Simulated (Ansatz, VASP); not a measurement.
# Two plane-wave programs on Si6Ru

```xyz
7
Lattice="2.1179 -5.1476 0.0000 2.1179 5.1476 0.0000 0.0000 0.0000 5.5712" Properties=species:S:1:pos:R:3 pbc="T T T"
Si    2.1179    3.2671    4.3624
Si    2.1179   -3.2671    4.3624
Si    2.1179   -3.2671    1.2088
Si    2.1179    3.2671    1.2088
Si    2.1179    1.2718    2.7856
Si    2.1179   -1.2718    2.7856
Ru    0.0000    0.0000    2.7856
```

Alike in both runs: functional PBE; k mesh 8 × 8 × 6; occupations gaussian, width 0.1 eV; no spin polarisation.

Ansatz relaxed the structure, and its values are those at the end. VASP's run is a single point on that final structure, the one shown.

```csv
,VASP,Ansatz
version,VASP 6.6.1,Ansatz 0.2.0
potentials or method,"VASP PAW PBE potentials, release 64 (Si, Ru_pv), cutoff 520 eV","scalar-relativistic, plane waves, PAW"
valence electrons in the cell,38,40
```

Ansatz gave:

* gap on the k mesh at the Fermi level (eV): none
* pressure (GPa): 0.0
* rms of the force components (eV/Å): 0.002

Question: Estimate VASP's values.

Answer: gap on the k mesh at the Fermi level (eV): none; pressure (GPa): -0.1; rms of the force components (eV/Å): 0.004.

A gap of «none» marks a metal or a gap that the smearing closes. VASP's potentials hold 38 valence electrons a cell and Ansatz's 40, so a difference there can come from the potentials and not from the codes.
